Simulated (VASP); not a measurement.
Here is a VASP 6.6.1 calculation.

The input INCAR:

```
PREC     = Accurate       # precision mode
ENCUT    = 520            # plane-wave cutoff, eV
EDIFF    = 1E-8           # SCF threshold, eV
ISMEAR   = -1             # smearing method
SIGMA    = 0.05           # smearing width, eV
LREAL    = F              # projectors in reciprocal space
LASPH    = T              # aspherical terms in the spheres
NELM     = 60             # most SCF steps
ALGO     = Normal         # electronic algorithm
ISIF     = 2              # what is computed and relaxed
LWAVE    = F              # write WAVECAR
LCHARG   = F              # write CHGCAR
GGA      = CA             # functional
LEFG     = T            
NBANDS   = 20             # bands
```

The input KPOINTS:

```
Automatic mesh
0
Gamma
  11 11 10
```

The input POSCAR:

```
TaRu
1.0
    3.0427892214      0.0000000000      0.0000000000
    0.0000000000      3.0427892214      0.0000000000
    0.0000000000      0.0000000000      3.3776654672
Ta Ru
1 1
Direct
    0.5000000000      0.5000000000      0.5000000000
    0.0000000000      0.0000000000      0.0000000000
```

Potentials or basis: VASP PAW LDA potentials, release 64 (Ta_pv, Ru_pv).

Launch:

```console
$ cat potpaw_LDA.64/Ta_pv/POTCAR potpaw_LDA.64/Ru_pv/POTCAR > POTCAR
$ mpirun -np 1 vasp_std > vasp.out
```

Q: Estimate the pressure.

A: -7.0 GPa.

Electric field gradients, principal values (V/Å²):
| atom | least | middle | greatest (by size) |
| --- | --- | --- | --- |
| 1 Ta | -6.135 | -6.135 | 12.270 |
| 2 Ru | -13.968 | -13.968 | 27.936 |

Caveat: without QUAD_EFG the Cq values of the log hold for a quadrupole moment of 1 mb, not for the nuclei.
